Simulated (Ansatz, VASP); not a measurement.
**Cd: VASP beside Ansatz**

```
CELL_PARAMETERS angstrom
2.88951 0.00000 0.00000
-1.44475 2.50239 0.00000
0.00000 0.00000 5.61765
ATOMIC_POSITIONS crystal
Cd 0.33333 0.66667 0.25000
Cd 0.66667 0.33333 0.75000
```

Change from the starting cell: strain -0.0300 x Voigt [1, 1, 0, 0, 0, 0], atoms carried along.

Alike in both runs: task single point; functional PBE; k mesh 18 × 18 × 8; occupations gaussian, width 0.15 eV; no spin polarisation.

|  | VASP | Ansatz |
| --- | --- | --- |
| version | VASP 6.6.1 | Ansatz 0.2.0 |
| potentials or method | VASP PAW PBE potentials, release 64 (Cd), cutoff 520 eV | scalar-relativistic, plane waves, PAW |
| valence electrons in the cell | 24 | 40 |

Ansatz gave:

| Quantity | Value |
| --- | --- |
| gap on the k mesh at the Fermi level (eV) | none |
| pressure (GPa) | 8.1 |
| traceless stress, the component that is largest in VASP (GPa) | -2.94 |

Estimate VASP's values.

gap on the k mesh at the Fermi level (eV): none; pressure (GPa): 8.6; traceless stress, the component that is largest in VASP (GPa): -3.17.

A gap of «none» marks a metal or a gap that the smearing closes. With one functional, cell and mesh, what is left measures potentials, basis and numerics. VASP's potentials hold 24 valence electrons a cell and Ansatz's 40, so a difference there can come from the potentials and not from the codes.
